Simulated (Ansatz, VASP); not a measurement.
One calculation of Pd, two programs

```
CELL_PARAMETERS angstrom
2.56621 0.00000 0.00000
0.00000 2.56621 0.00000
0.00000 0.00000 2.56621
ATOMIC_POSITIONS crystal
Pd 0.00000 0.00000 0.00000
```

Alike in both runs: task single point; functional PBEsol; k mesh 14 × 14 × 14; occupations fermi-dirac, width 0.05 eV; collinear spin.

```csv
,VASP,Ansatz
version,VASP 6.6.1,Ansatz 0.2.0
potentials or method,"VASP PAW PBE potentials, release 64 (Pd), cutoff 520 eV","plane waves (420 eV) with PAW, scalar-relativistic"
valence electrons in the cell,10,18
```

VASP gave:

| Property | Result |
| --- | --- |
| pressure (GPa) | -0.4 |
| net moment per atom (μB) | 0.00 |

Question: Which values does Ansatz return?

Answer: Pressure (GPa): 0.0; net moment per atom (μB): 0.00.

VASP's potentials were made for PBE, not for PBEsol, and Ansatz warns of the same on its side. VASP's potentials hold 10 valence electrons a cell and Ansatz's 18, so a difference there can come from the potentials and not from the codes. Ansatz's warnings: seeded moment not kept.
